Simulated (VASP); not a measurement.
## Hf3O2: relaxation of cell and atoms with PBE

Crystal: Hf3O2.

```
CELL_PARAMETERS angstrom
3.76915 0.00000 0.00000
-1.88458 3.26418 0.00000
0.00000 0.00000 5.86419
ATOMIC_POSITIONS crystal
Hf 0.00000 0.00000 0.00000
Hf 0.33333 0.66667 0.64500
Hf 0.66667 0.33333 0.35500
O 0.33333 0.66667 0.24500
O 0.66667 0.33333 0.75500
```

- Program: VASP 6.6.1
- Task: relaxation of cell and atoms
- Functional: PBE
- Potentials or basis: VASP PAW PBE potentials, release 64 (Hf_pv, O)
- Cutoff: 600 eV
- k mesh: 6 × 6 × 4
- Occupations: gaussian, width 0.1 eV
- Spin: no spin polarisation
- Dipole correction: no
- Further INCAR settings: ALGO = Normal; EDIFF = 1e-07; IBRION = 2; EDIFFG = -0.04; NSW = 90; ISIF = 3

- Relaxed volume: 14.09 Å³/atom
- Relaxed cell: a = 3.258 Å, b = 3.258 Å, c = 7.667 Å, α = 90.00°, β = 90.00°, γ = 120.00°
- Space group after relaxing (to 0.1 Å): P-3m1 (No. 164)
- Energy gained by relaxing: 767.3 meV/atom
- Ionic steps: 43
- Pressure after relaxing: -0.1 GPa
- Largest force after relaxing: 0.015 eV/Å
- Band gap on the k mesh: zero (bands 21 and 22 overlap by 0.68 eV)

Forces in eV/Å, atoms in the order of the input:
```
Hf   0.000  0.000  0.000
Hf   0.000  0.000 -0.011
Hf   0.000  0.000  0.011
O    0.000  0.000  0.015
O    0.000  0.000 -0.015
```

Stress tensor (GPa, compression positive):
```
-0.07  0.00  0.00
 0.00 -0.07  0.00
 0.00  0.00 -0.19
```

The path:
```tsv
step	energy change (eV)	largest force (eV/Å)	pressure (GPa)	volume (Å³)
1	0.0000	2.4843	2.01	72.15
3	-1.1310	2.7546	12.61	76.14
5	-1.8291	0.5139	-3.14	83.92
7	-1.8324	0.4414	-3.70	84.54
9	-1.8819	0.5172	0.57	82.60
11	-1.9160	0.2073	-1.38	82.55
13	-1.9265	0.3180	0.95	80.81
15	-1.9829	0.4753	-0.68	78.91
17	-2.6430	1.3870	0.61	70.44
19	-2.6400	1.4265	1.67	70.01
21	-2.6445	1.4460	1.95	69.90
23	-2.6537	1.5395	3.33	69.39
25	-2.6790	1.5068	3.33	69.38
27	-2.7896	1.3690	3.34	69.33
29	-3.1572	0.8538	4.07	69.14
31	-3.4158	1.0140	8.00	68.75
33	-3.6951	0.4103	-3.90	72.96
35	-3.7544	0.3630	-3.73	72.73
37	-3.8059	0.4093	-0.71	71.24
39	-3.8300	0.2160	1.53	70.05
41	-3.8350	0.1123	-0.16	70.54
43	-3.8365	0.0146	-0.11	70.47
```

Final structure:
```cif
data_structure
_symmetry_space_group_name_H-M 'P 1'
_symmetry_Int_Tables_number 1
_cell_length_a 3.2578
_cell_length_b 3.2578
_cell_length_c 7.6669
_cell_angle_alpha 90.000
_cell_angle_beta 90.000
_cell_angle_gamma 120.000
_cell_volume 70.47
loop_
_atom_site_label
_atom_site_type_symbol
_atom_site_fract_x
_atom_site_fract_y
_atom_site_fract_z
_atom_site_occupancy
Hf1 Hf 0.00000 0.00000 0.00000 1
Hf2 Hf 0.33333 0.66667 0.66144 1
Hf3 Hf 0.66667 0.33333 0.33856 1
O1 O 0.33333 0.66667 0.15145 1
O2 O 0.66667 0.33333 0.84855 1
```

Levels at points of the mesh, in eV from the Fermi level:
```
           k point  band 18  band 19  band 20  band 21  band 22  band 23  band 24  band 25
(0.00, 0.00, 0.00)    -4.58    -1.63    -0.29    -0.29    -0.03     1.29     1.53     1.55
(0.50, 0.00, 0.00)    -3.24    -1.73    -1.60     0.49     0.77     1.71     2.07     2.83
(0.00, 0.00, 0.50)    -3.51    -2.24    -0.56    -0.07    -0.07     0.41     1.16     1.16
(0.50, 0.00, 0.50)    -3.02    -1.71    -1.63    -0.80     1.65     1.77     2.35     3.38
```

Run time: 35 min on 1 thread of Intel(R) Xeon(R) Platinum 8259CL CPU @ 2.50GHz (Skylake/Cascade Lake) (shared host), peak memory 0.25 GiB.

Caveat: a cell axis changed by over 15 % at a fixed basis, so the end point is rough; spin-orbit coupling is left out, which moves the levels of the heavy elements.
